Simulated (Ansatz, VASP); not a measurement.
## LiCl in VASP and in Ansatz

The input INCAR:

```
SYSTEM = LiCl
PREC = Accurate
ENCUT = 520
EDIFF = 1E-6
ISMEAR = -1
SIGMA = 0.03
LREAL = .False.
LASPH = .True.
NELM = 60
ALGO = Normal
ISIF = 2
LWAVE = .False.
LCHARG = .True.
GGA = PE
LELF = .True.
LVHAR = .True.
NBANDS = 12
```

The input KPOINTS:

```
Automatic mesh
0
Gamma
  9 9 9
  0 0 0
```

The input POSCAR:

```
LiCl
1.0
    0.0000000000      2.5388515620      2.5388515620
    2.5388515620      0.0000000000      2.5388515620
    2.5388515620      2.5388515620      0.0000000000
Li Cl
1 1
Direct
    0.0000000000      0.0000000000      0.0000000000
    0.5000000000      0.5000000000      0.5000000000
```

Input for Ansatz:

```yaml
crystal:
  lattice:
    - [0.0, 2.538851562, 2.538851562]
    - [2.538851562, 0.0, 2.538851562]
    - [2.538851562, 2.538851562, 0.0]
  atoms:
    - { symbol: Li, position: [0.0, 0.0, 0.0] }
    - { symbol: Cl, position: [0.5, 0.5, 0.5] }
kpoints:
  mp_grid: { grid: [9, 9, 9] }
scf:
  occupations: { method: fermi_dirac, width: 0.03 }
hamiltonian:
  xc: pbe
  pseudopotentials: { kind: all_electron, lapw: { basis_error: 0.00025 } }
output:
  forces: true
  stress: true
  eigenvalues: true
```

Change from the starting cell: volume scaled by 0.97.

Alike in both runs: task single point; functional PBE; k mesh 9 × 9 × 9; occupations fermi-dirac, width 0.03 eV; no spin polarisation.

|  | VASP | Ansatz |
| --- | --- | --- |
| version | VASP 6.6.1 | Ansatz 0.2.0 |
| potentials or method | VASP PAW PBE potentials, release 64 (Li_sv, Cl), cutoff 520 eV | all-electron LAPW, scalar-relativistic |

Ansatz gave:

| Quantity | Value |
| --- | --- |
| gap on the k mesh at the Fermi level (eV) | 6.50 |

Q: Estimate VASP's values.

A: gap on the k mesh at the Fermi level (eV): 6.52.

Ansatz ran all-electron here, and VASP with PAW potentials.

Noted on VASP's run: the cutoff is short for stress, so the pressure is rough.
